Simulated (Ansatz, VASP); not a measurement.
**Li2ZnO2 in VASP and in Ansatz**

INCAR

```
PREC = Accurate ; ENCUT = 600
EDIFF = 1E-6 ; ISMEAR = 0
SIGMA = 0.02 ; LREAL = F
LASPH = T ; NELM = 80
ALGO = Normal ; ISIF = 3
LWAVE = F ; LCHARG = F
GGA = PE ; IBRION = 2
NSW = 100 ; EDIFFG = -0.01
```

Contents of KPOINTS:

```
Automatic mesh
0
Gamma
  12 12 8
```

File POSCAR:

```
Li2ZnO2
1.0
    2.9127450785      0.0000000000      0.0000000000
    0.0000000000      2.9127450785      0.0000000000
    0.0000000000      0.0000000000      5.2322712992
Li Zn O
2 1 2
Direct
    0.0000000000      0.5000000000      0.5000000000
    0.5000000000      0.0000000000      0.5000000000
    0.0000000000      0.0000000000      0.0000000000
    0.5000000000      0.5000000000      0.2509732794
    0.5000000000      0.5000000000      0.7490267206
```

Input for Ansatz:

```yaml
crystal:
  lattice:
    - [2.9127450785, 0.0, 0.0]
    - [0.0, 2.9127450785, 0.0]
    - [0.0, 0.0, 5.2322712992]
  atoms:
    - { symbol: Li, position: [0.0, 0.5, 0.5] }
    - { symbol: Li, position: [0.5, 0.0, 0.5] }
    - { symbol: Zn, position: [0.0, 0.0, 0.0] }
    - { symbol: O, position: [0.5, 0.5, 0.2509732794] }
    - { symbol: O, position: [0.5, 0.5, 0.7490267206] }
basis:
  ecutwfc: 420
kpoints:
  mp_grid: { grid: [12, 12, 8] }
hamiltonian:
  xc: pbe
scf:
  occupations: { method: gaussian, width: 0.02 }
output:
  forces: true
  stress: true
  eigenvalues: true
relax:
  adjacent_minimum: "off"
  f_tol: 0.01
  max_steps: 80
  cell: { stress_tol: 0.05 }
```

Change from the starting cell: species swapped into the CeMg2Si2 type (P4/mmm, No. 123).

Alike in both runs: task relaxation of cell and atoms; functional PBE; k mesh 12 × 12 × 8; occupations gaussian, width 0.02 eV; no spin polarisation.

```csv
,VASP,Ansatz
version,VASP 6.6.1,Ansatz 0.2.0
potentials or method,"VASP PAW PBE potentials, release 64 (Li_sv, Zn, O), cutoff 600 eV","scalar-relativistic, plane waves, PAW"
valence electrons in the cell,30,30
```

```tsv
	VASP	Ansatz	Ansatz less VASP
gap on the k mesh at the Fermi level, each at its own relaxed structure (eV)	0.28	0.31	+0.026
relaxed volume (Å³/atom)	8.88	8.88	-0.001
relaxed cell length with the largest relative difference (Å)	2.913	2.913	-0.0003
```

Noted on VASP's run: the cutoff is short for stress, so the pressure is rough.
